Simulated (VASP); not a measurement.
Crystal: WC.

```
W C
1.0
     0.00000    2.53885    2.53885
     2.53885    0.00000    2.53885
     2.53885    2.53885    0.00000
W C
1 1
Cartesian
  3.8083 3.8083 3.8083
  0.0000 0.0000 0.0000
```

* Program: VASP 6.6.1
* Task: relaxation of cell and atoms
* Functional: PBE
* Potentials or basis: VASP PAW PBE potentials, release 64 (W_sv, C)
* Cutoff: 600 eV
* k mesh: 7 × 7 × 7
* Occupations: gaussian, width 0.2 eV
* Spin: no spin polarisation

At the start: pressure -37.1 GPa; volume 16.36 Å³/atom.

Q: Where does the relaxation end?

A: Over 5 steps the energy falls by 478.1 meV/atom and the volume is 12.99 Å³/atom (-20.6 %); space group F-43m (No. 216, to 0.05 Å).

Step by step:
| step | energy change (eV) | largest force (eV/Å) | pressure (GPa) | volume (Å³) |
| --- | --- | --- | --- | --- |
| 1 | 0.0000 | 0.0000 | -37.09 | 32.73 |
| 2 | 2.9333 | 0.0000 | 209.98 | 17.86 |
| 3 | -0.9408 | 0.0000 | -6.72 | 26.70 |
| 4 | -0.9541 | 0.0000 | -2.55 | 26.25 |
| 5 | -0.9562 | 0.0000 | 0.05 | 25.98 |

Final structure:
```
W C
1.0
     0.00000    2.35084    2.35084
     2.35084    0.00000    2.35084
     2.35084    2.35084    0.00000
W C
1 1
Direct
  0.75000 0.75000 0.75000
  0.00000 0.00000 0.00000
```

Caveat: the volume moved by over 15 % at a fixed basis, so the end points are rough.
